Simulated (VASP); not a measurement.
# MgF2 (P4_2/mnm) in VASP: notebook

The runs below take MgF2 through single point, with HSE06.

Everything below comes from runs of VASP 6.6.1. Logs are shortened: lines on timing, memory, paths and dates and some standing lists are left out, and cuts for length are marked.

## 1. The cell of the first run

The structure is tetragonal, space group P4_2/mnm (No. 136). The conventional cell has a = 4.622 Å, b = 4.622 Å, c = 3.046 Å, α = 90.00°, β = 90.00°, γ = 90.00°. Within 2.6 Å of Mg (site symmetry mmm) lie 6 F at 1.98 to 1.99 Å. F (site symmetry m2m) has 3 Mg at 1.98 to 1.99 Å and 1 F at 2.58 Å within 2.6 Å.

## 2. Single point, HSE06

The input, POSCAR:

```
MgF2
1.0
    4.6220159946      0.0000000000      0.0000000000
    0.0000000000      4.6220159946      0.0000000000
    0.0000000000      0.0000000000      3.0461117595
Mg F
2 4
Direct
    0.0000000000      0.0000000000      0.0000000000
    0.5000000000      0.5000000000      0.5000000000
    0.3029505751      0.3029505751      0.0000000000
    0.1970494249      0.8029505751      0.5000000000
    0.8029505751      0.1970494249      0.5000000000
    0.6970494249      0.6970494249      0.0000000000
```

The input, INCAR.step1:

```
PREC     = Accurate       # precision mode
ENCUT    = 520            # plane-wave cutoff, eV
EDIFF    = 1E-5           # SCF threshold, eV
ISMEAR   = 0              # smearing method
SIGMA    = 0.01           # smearing width, eV
LREAL    = F              # projectors in reciprocal space
LASPH    = T              # aspherical terms in the spheres
NELM     = 120            # most SCF steps
ALGO     = Normal         # electronic algorithm
ISIF     = 2              # what is computed and relaxed
LWAVE    = T              # write WAVECAR
NBANDS   = 25             # bands
GGA      = PE             # functional
GGA_COMPAT= F            
KPAR     = 4
```

The input, INCAR.step2:

```
PREC     = Accurate       # precision mode
ENCUT    = 520            # plane-wave cutoff, eV
EDIFF    = 1E-6           # SCF threshold, eV
ISMEAR   = 0              # smearing method
SIGMA    = 0.01           # smearing width, eV
LREAL    = F              # projectors in reciprocal space
LASPH    = T              # aspherical terms in the spheres
NELM     = 120            # most SCF steps
ALGO     = Normal         # electronic algorithm
ISIF     = 2              # what is computed and relaxed
LWAVE    = F              # write WAVECAR
LCHARG   = T              # write CHGCAR
GGA      = PE             # functional
LHFCALC  = T              # exact exchange
HFSCREEN = 0.2079         # screening, 1/A
PRECFOCK = Normal       
LVHAR    = T            
NBANDS   = 25             # bands
ISTART   = 1            
GGA_COMPAT= F            
KPAR     = 4
```

The input, KPOINTS:

```
Automatic mesh
0
Gamma
  4 4 6
```

Potentials or basis: VASP PAW PBE potentials, release 64 (Mg, F).

Command:

```console
cat potpaw_PBE.64/Mg/POTCAR potpaw_PBE.64/F/POTCAR > POTCAR
cp INCAR.step1 INCAR
mpirun -np 4 vasp_std > vasp.out
cp INCAR.step2 INCAR
mpirun -np 4 vasp_std > vasp.out
```

OUTCAR:

```text
PREC = Accurate
   ENCUT = 520
   EDIFF = 1E-6
   ISMEAR = 0
   LREAL = F
   LASPH = T
   NELM = 120
   ISIF = 2
   GGA = PE
   LHFCALC = T
   HFSCREEN = 0.2079
   PRECFOCK = Normal
   ISTART = 1

 ion  position               nearest neighbor table
   1  0.000  0.000  0.000-   3 1.98   6 1.98   5 1.99   4 1.99   4 1.99   5 1.99   2 3.61   2 3.61
                             2 3.61   2 3.61   2 3.61   2 3.61   2 3.61   2 3.61
   2  0.500  0.500  0.500-   4 1.98   5 1.98   3 1.99   6 1.99   3 1.99   6 1.99   1 3.61   1 3.61
                             1 3.61   1 3.61   1 3.61   1 3.61   1 3.61   1 3.61
   3  0.303  0.303  0.000-   1 1.98   2 1.99   2 1.99
   4  0.197  0.803  0.500-   2 1.98   1 1.99   1 1.99
   5  0.803  0.197  0.500-   2 1.98   1 1.99   1 1.99
   6  0.697  0.697  0.000-   1 1.98   2 1.99   2 1.99

  LATTYP: Found a simple tetragonal cell.
 ALAT       =     4.6220159946
 C/A-ratio  =     0.6590439676

  Lattice vectors:

 A1 = (   4.6220159946,   0.0000000000,   0.0000000000)
 A2 = (   0.0000000000,   4.6220159946,   0.0000000000)
 A3 = (   0.0000000000,   0.0000000000,   3.0461117595)

Analysis of symmetry for initial positions (statically):
=====================================================================
 Subroutine PRICEL returns:
 Original cell was already a primitive cell.

 Routine SETGRP: Setting up the symmetry group for a
 simple tetragonal supercell.

 Subroutine GETGRP returns: Found 16 space group operations
 (whereof  8 operations were pure point group operations)
 out of a pool of 16 trial point group operations.

The static configuration has the point symmetry D_2h.
 The point group associated with its full space group is D_4h.

Analysis of symmetry for dynamics (positions and initial velocities):
=====================================================================
 Subroutine PRICEL returns:
 Original cell was already a primitive cell.

 Routine SETGRP: Setting up the symmetry group for a
 simple tetragonal supercell.

 Subroutine GETGRP returns: Found 16 space group operations
 (whereof  8 operations were pure point group operations)
 out of a pool of 16 trial point group operations.

The dynamic configuration has the point symmetry D_2h.
 The point group associated with its full space group is D_4h.

 Subroutine INISYM returns: Found 16 space group operations
 (whereof  8 operations are pure point group operations),
 and found     1 'primitive' translations

----------------------------------------------------------------------------------------

                                     Primitive cell

  volume of cell :      65.0742

  direct lattice vectors                    reciprocal lattice vectors
     4.622015995  0.000000000  0.000000000     0.216355807  0.000000000  0.000000000
     0.000000000  4.622015995  0.000000000     0.000000000  0.216355807  0.000000000
     0.000000000  0.000000000  3.046111760     0.000000000  0.000000000  0.328287364

  length of vectors
     4.622015995  4.622015995  3.046111760     0.216355807  0.216355807  0.328287364

  position of ions in fractional coordinates (direct lattice)
     0.000000000  0.000000000  0.000000000
     0.500000000  0.500000000  0.500000000
     0.302950575  0.302950575  0.000000000
     0.197049425  0.802950575  0.500000000
     0.802950575  0.197049425  0.500000000
     0.697049425  0.697049425  0.000000000

  ion indices of the primitive-cell ions
   primitive index   ion index
                 1           1
                 2           2
                 3           3
                 4           4
                 5           5
                 6           6

----------------------------------------------------------------------------------------

 KPOINTS: Automatic mesh

Automatic generation of k-mesh.
 Grid dimensions read from file:
 generate k-points for:    4    4    6

 Generating k-lattice:

  Cartesian coordinates                     Fractional coordinates (reciprocal lattice)
     0.054088952  0.000000000  0.000000000     0.250000000  0.000000000  0.000000000
     0.000000000  0.054088952  0.000000000     0.000000000  0.250000000  0.000000000
     0.000000000  0.000000000  0.054714561     0.000000000  0.000000000  0.166666667

  Length of vectors
     0.054088952  0.054088952  0.054714561

  Shift w.r.t. Gamma in fractional coordinates (k-lattice)
     0.000000000  0.000000000  0.000000000

 Subroutine IBZKPT returns following result:
 ===========================================

 Found     24 irreducible k-points:

 Following reciprocal coordinates:
            Coordinates               Weight
  0.000000  0.000000  0.000000      1.000000
  0.250000  0.000000  0.000000      4.000000
  0.500000  0.000000  0.000000      2.000000
  0.250000  0.250000  0.000000      4.000000
  0.500000  0.250000  0.000000      4.000000
  0.500000  0.500000  0.000000      1.000000
[... 16 lines left out ...]
  0.500000  0.250000  0.500000      4.000000
  0.500000  0.500000  0.500000      1.000000
   k-points           NKPTS =     24   k-points in BZ     NKDIM =     96   number of bands    NBANDS=     25
   number of dos      NEDOS =    301   number of ions     NIONS =      6
   total plane-waves  NPLWV =  31104
   dimension x,y,z NGX =    36 NGY =   36 NGZ =   24
   dimension x,y,z NGXF=    72 NGYF=   72 NGZF=   48
   ions per type =               2   4
   NGX,Y,Z   is equivalent  to a cutoff of  12.95, 12.95, 13.10 a.u.
   NGXF,Y,Z  is equivalent  to a cutoff of  25.90, 25.90, 26.20 a.u.
 SYSTEM =  unknown system
   PREC   = accura    normal or accurate (medium, high low for compatibility)
   ISTART =      1    job   : 0-new  1-cont  2-samecut
   ICHARG =      0    charge: 1-file 2-atom 10-const
   ISPIN  =      1    spin polarized calculation?
   LNONCOLLINEAR =      F non collinear calculations
   LSORBIT =      F    spin-orbit coupling
   LASPH  =      T    aspherical Exc in radial PAW
   ENCUT  =  520.0 eV  38.22 Ry    6.18 a.u.   8.59  8.59  5.66*2*pi/ulx,y,z
   NELM   =    120;   NELMIN=  2; NELMDL=  0     # of ELM steps
   EDIFF  = 0.1E-05   stopping-criterion for ELM
   LREAL  =      F    real-space projection
   EDIFFG = 0.1E-04   stopping-criterion for IOM
   NSW    =      0    number of steps for IOM
   IBRION =     -1    ionic relax: 0-MD 1-quasi-New 2-CG
   NFREE  =      0    steps in history (QN), initial steepest desc. (CG)
   ISIF   =      2    stress and relaxation
   ISYM   =      3    0-nonsym 1-usesym 2-fastsym
   POTIM  = 0.5000    time-step for ionic-motion
   TEBEG  =    0.0;   TEEND  =   0.0 temperature during run
   PSTRESS=    0.0 pullay stress
   NELECT =      32.0000    total number of electrons
   NUPDOWN=      -1.0000    fix difference up-down
   EMIN   =  10.00;   EMAX   =-10.00  energy-range for DOS
   EFERMI =   0.00;   METHOD = LEGACY
   ISMEAR =     0;   SIGMA  =   0.01  broadening in eV -4-tet -1-fermi 0-gaus
   EFERMI_NEDOS =   21; number of points for ismear=-14 and -15
   IALGO  =     38    algorithm
   IMIX   =      1    mixing-type and parameters
     AMIX     =   0.40;   BMIX     =  1.00
     AMIX_MAG =   1.60;   BMIX_MAG =  1.00
  volume/ion in A,a.u.               =      10.85        73.19
  Fermi-wavevector in a.u.,A,eV,Ry     =   1.292177  2.441860 22.717929  1.669721
  Thomas-Fermi vector in A             =   2.423901
   LORBIT       =      0    0 simple, 1 ext, 2 COOP (PROOUT), +10 PAW based schemes
   GGA     = PE    functional components
   LHFCALC =     T    Hartree Fock is set to
   PRECFOCK=normal    Normal, Fast or Accurate (Low or Medium for compatibility)
   ENCUT4O =  -1.0   cutoff for four orbital integrals eV
   NKREDX  =     1    reduce k-point grid by
   NKREDY  =     1    reduce k-point grid by
   NKREDZ  =     1    reduce k-point grid by
   AEXX    =    0.2500 exact exchange contribution
   HFSCREEN=    0.2079 screening length (either q_TF or 0.3 A-1)
   HFSCREENC=   0.2079 screening length for correlation (either q_TF or 0.3 A-1)
   ENCUTFOCK=  -1.0 apply spherical cutoff to Coloumb kernel
   IVDW    =     0    specifies the selected vdW correction
   LEPSILON=     F    determine dielectric tensor
   LRPA    =     F    only Hartree local field effects (RPA)
 non-spin polarized calculation
 Gauss-broadening in eV      SIGMA  =   0.01
  energy-cutoff  :      520.00
  volume of cell :       65.07
 maximum number of plane-waves:      1772
 NGX is ok and might be reduce to    36
  NGX = 28; NGY = 28; NGZ = 18

 number of electron      32.0000031 magnetization

 Free energy of the ion-electron system (eV)
  ---------------------------------------------------
  ext. energy  EPLUGINS =         0.00000000
  ---------------------------------------------------
  free energy    TOTEN  =       -38.30840587 eV

  energy without entropy =      -38.30840587  energy(sigma->0) =      -38.30840587

 E-fermi :  -2.8144     XC(G=0):  -7.9937

 val. band max:       -2.9679384486   @ k =   0.0000   0.0000   0.0000
 cond. band min:       6.4403324823   @ k =   0.0000   0.0000   0.0000
 fundamental gap:      9.4082709309
 Fermi energy:        -2.8143821370

 k-point     1 :       0.0000    0.0000    0.0000
  band No.  band energies     occupation
      1     -25.2826      2.00000
      2     -24.4507      2.00000
      3     -24.4507      2.00000
      4     -24.3525      2.00000
      5      -7.1501      2.00000
      6      -5.5691      2.00000
[... 17 lines left out ...]
     24      18.2956      0.00000
     25      18.2956      0.00000

 k-point     2 :       0.2500    0.0000    0.0000
  band No.  band energies     occupation
      1     -25.1806      2.00000
      2     -24.6224      2.00000
      3     -24.4225      2.00000
      4     -24.3236      2.00000
      5      -6.9175      2.00000
      6      -5.6971      2.00000
[... 17 lines left out ...]
     24      17.7391      0.00000
     25      18.2920      0.00000

 k-point     3 :       0.5000    0.0000    0.0000
  band No.  band energies     occupation
      1     -24.9202      2.00000
      2     -24.9202      2.00000
      3     -24.3607      2.00000
      4     -24.3607      2.00000
      5      -6.3750      2.00000
      6      -6.3750      2.00000
[... 17 lines left out ...]
     24      17.2328      0.00000
     25      18.0535      0.00000

 k-point     4 :       0.2500    0.2500    0.0000
  band No.  band energies     occupation
      1     -25.0899      2.00000
      2     -24.6507      2.00000
      3     -24.4784      2.00000
      4     -24.3419      2.00000
      5      -6.7157      2.00000
      6      -5.8174      2.00000
[... 17 lines left out ...]
     24      18.0537      0.00000
     25      18.0850      0.00000
[... 477 lines left out ...]
 k-point    22 :       0.2500    0.2500    0.5000
  band No.  band energies     occupation
      1     -24.6323      2.00000
      2     -24.6107      2.00000
      3     -24.4131      2.00000
      4     -24.3901      2.00000
      5      -6.5615      2.00000
      6      -6.2649      2.00000
[... 17 lines left out ...]
     24      15.9701      0.00000
     25      16.4844      0.00000

 k-point    23 :       0.5000    0.2500    0.5000
  band No.  band energies     occupation
      1     -24.6070      2.00000
      2     -24.6070      2.00000
      3     -24.4144      2.00000
      4     -24.4144      2.00000
      5      -6.6166      2.00000
      6      -6.6166      2.00000
[... 17 lines left out ...]
     24      15.2642      0.00000
     25      16.9993      0.00000

 k-point    24 :       0.5000    0.5000    0.5000
  band No.  band energies     occupation
      1     -24.6062      2.00000
      2     -24.6062      2.00000
      3     -24.4128      2.00000
      4     -24.4128      2.00000
      5      -6.8244      2.00000
      6      -6.8244      2.00000
[... 17 lines left out ...]
     24      14.8194      0.00000
     25      17.6042      0.00000

------------------------ aborting loop because EDIFF is reached ----------------------------------------

  FORCE on cell =-STRESS in cart. coord.  units (eV):
  Direction    XX          YY          ZZ          XY          YZ          ZX
  --------------------------------------------------------------------------------------
  -------------------------------------------------------------------------------------
  Total        0.3004475      0.3004475      0.2721007      0.0000000      0.0000000      0.0000000
  in kB        7.3972516      7.3972516      6.6993331      0.0000000      0.0000000      0.0000000
  external PRESSURE =       7.1646121 kB  Pullay stress =       0.0000000 kB

 VOLUME and BASIS-vectors are now :
 -----------------------------------------------------------------------------
  energy-cutoff  :      520.00
  volume of cell :       65.07
      direct lattice vectors                 reciprocal lattice vectors
     4.622015995  0.000000000  0.000000000     0.216355807  0.000000000  0.000000000
     0.000000000  4.622015995  0.000000000     0.000000000  0.216355807  0.000000000
     0.000000000  0.000000000  3.046111760     0.000000000  0.000000000  0.328287364

 POSITION                                       TOTAL-FORCE (eV/Angst)
 -----------------------------------------------------------------------------------
      0.00000      0.00000      0.00000         0.000000      0.000000      0.000000
      2.31101      2.31101      1.52306         0.000000      0.000000      0.000000
      1.40024      1.40024      0.00000         0.011653      0.011653     -0.000000
      0.91077      3.71125      1.52306        -0.011653      0.011653     -0.000000
      3.71125      0.91077      1.52306         0.011653     -0.011653      0.000000
      3.22177      3.22177      0.00000        -0.011653     -0.011653      0.000000
 -----------------------------------------------------------------------------------
    total drift:                               -0.000084     -0.000085      0.000008

  FREE ENERGIE OF THE ION-ELECTRON SYSTEM (eV)
  ---------------------------------------------------
  free  energy   TOTEN  =       -38.3084058660 eV

  energy  without entropy=      -38.3084058660  energy(sigma->0) =      -38.30840587
```

Run time: 14 min. Hardware: 4 MPI ranks of Intel Xeon 6975P-C (Granite Rapids), shared host; peak memory 0.31 GiB.

What came out:

- Free energy: -38.3084 eV
- Pressure: 0.7 GPa
- Largest force: 0.016 eV/Å
- Band gap on the k mesh: 9.41 eV, direct

Forces in eV/Å, atoms in the order of the input:
```
Mg   0.000  0.000  0.000
Mg   0.000  0.000  0.000
F    0.012  0.012  0.000
F   -0.012  0.012  0.000
F    0.012 -0.012  0.000
F   -0.012 -0.012  0.000
```

Caveat: the PAW data sets were made with another functional, which shifts forces and pressure a little.

## 3. Single point, HSE06 (strain -1.0%)

The input, POSCAR:

```
MgF2
1.0
    4.5757958346      0.0000000000      0.0000000000
    0.0000000000      4.5757958346      0.0000000000
    0.0000000000      0.0000000000      3.0156506419
Mg F
2 4
Direct
    0.0000000000      0.0000000000      0.0000000000
    0.5000000000      0.5000000000      0.5000000000
    0.3023852470      0.3023852470      0.0000000000
    0.1976147530      0.8023852470      0.5000000000
    0.8023852470      0.1976147530      0.5000000000
    0.6976147530      0.6976147530      0.0000000000
```

The input, INCAR.step1:

```
SYSTEM = MgF2
PREC = Accurate
ENCUT = 520
EDIFF = 1E-5
ISMEAR = 0
SIGMA = 0.01
LREAL = .FALSE.
LASPH = .TRUE.
NELM = 120
ALGO = Normal
ISIF = 2
LWAVE = .TRUE.
LCHARG = .FALSE.
GGA = PE
NBANDS = 25
GGA_COMPAT = .FALSE.
KPAR = 4
```

The input, INCAR.step2:

```
SYSTEM = MgF2
PREC = Accurate
ENCUT = 520
EDIFF = 1E-6
ISMEAR = 0
SIGMA = 0.01
LREAL = .FALSE.
LASPH = .TRUE.
NELM = 120
ALGO = Normal
ISIF = 2
LWAVE = .FALSE.
LCHARG = .FALSE.
GGA = PE
LHFCALC = .TRUE.
HFSCREEN = 0.2079
PRECFOCK = Normal
ISTART = 1
NBANDS = 25
GGA_COMPAT = .FALSE.
KPAR = 4
```

The input, KPOINTS:

```
regular mesh
0
G
  4 4 6
  0 0 0
```

Potentials or basis: VASP PAW PBE potentials, release 64 (Mg, F).

Command:

```console
cat potpaw_PBE.64/Mg/POTCAR potpaw_PBE.64/F/POTCAR > POTCAR
cp INCAR.step1 INCAR
mpirun -np 4 vasp_std > vasp.out
cp INCAR.step2 INCAR
mpirun -np 4 vasp_std > vasp.out
```

It took 29 min on 4 MPI ranks of Intel Xeon Platinum 8259CL at 2.50GHz (Skylake/Cascade Lake), shared host; peak memory 0.31 GiB.

It converged, with:

```yaml
Free_energy: -38.2752 eV
Pressure: 4.2 GPa
Largest_force: 0.017 eV/Å
Band_gap_on_the_k_mesh: 9.63 eV, direct
```

Forces on the atoms (eV/Å):
```
Mg   0.000  0.000  0.000
Mg   0.000  0.000  0.000
F    0.012  0.012  0.000
F   -0.012  0.012  0.000
F    0.012 -0.012  0.000
F   -0.012 -0.012  0.000
```

Stress tensor (GPa, compression positive):
```
4.07 0.00 0.00
0.00 4.07 0.00
0.00 0.00 4.37
```

Levels at points of the mesh, in eV from the valence-band top:
```
           k point  band 12  band 13  band 14  band 15  band 16  band 17  band 18  band 19  band 20  band 21
(0.00, 0.00, 0.00)    -1.25    -0.69    -0.30    -0.30     0.00     9.63    14.89    14.89    16.34    17.18
(0.50, 0.00, 0.00)    -1.44    -0.97    -0.97    -0.40    -0.40    12.14    12.14    16.19    16.19    18.38
(0.50, 0.50, 0.00)    -1.31    -0.98    -0.98    -0.86    -0.86    13.92    13.92    14.06    14.06    20.18
(0.00, 0.00, 0.50)    -1.47    -1.27    -1.27    -0.93    -0.93    14.60    14.60    17.74    17.74    18.07
(0.50, 0.00, 0.50)    -1.42    -0.76    -0.76    -0.72    -0.72    15.47    15.47    16.35    16.35    18.51
(0.50, 0.50, 0.50)    -1.43    -0.68    -0.68    -0.49    -0.49    15.88    15.88    16.19    16.19    17.47
```

Caveat: the cell differs from its parent crystal (strain -1.0%); the PAW data sets were made with another functional, which shifts forces and pressure a little.
